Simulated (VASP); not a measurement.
Here is a VASP 6.6.1 calculation.

INCAR

```
PREC     = Accurate       # precision mode
ENCUT    = 520            # plane-wave cutoff, eV
EDIFF    = 1E-6           # SCF threshold, eV
ISMEAR   = 0              # smearing method
SIGMA    = 0.05           # smearing width, eV
LREAL    = F              # projectors in reciprocal space
LASPH    = T              # aspherical terms in the spheres
NELM     = 100            # most SCF steps
ALGO     = Normal         # electronic algorithm
ISIF     = 2              # what is computed and relaxed
LWAVE    = F              # write WAVECAR
LCHARG   = F              # write CHGCAR
GGA      = PS             # functional
NBANDS   = 21             # bands
```

Contents of KPOINTS:

```
Automatic mesh
0
Gamma
  18 18 10
```

File POSCAR:

```
Ru
1.0
    2.6887303553      0.0000000000      0.0000000000
   -1.3443651777      2.3285087916      0.0000000000
    0.0000000000      0.0000000000      4.2536191162
Ru
2
Direct
    0.3333333333      0.6666666667      0.7500000000
    0.6666666667      0.3333333333      0.2500000000
```

Potentials or basis: VASP PAW PBE potentials, release 64 (Ru_pv).

Command:

```bash
$ cat potpaw_PBE.64/Ru_pv/POTCAR > POTCAR
$ mpirun -np 1 vasp_std > vasp.out
```

Task: Predict the pressure.

Result: 0.0 GPa.

Task: What does it give for the band gap on the k mesh?

Result: Zero (band 14 reaches 14.58 eV, above the bottom of band 15 at 11.36 eV).

Caveat: the PAW data sets were made with another functional, which shifts forces and pressure a little.
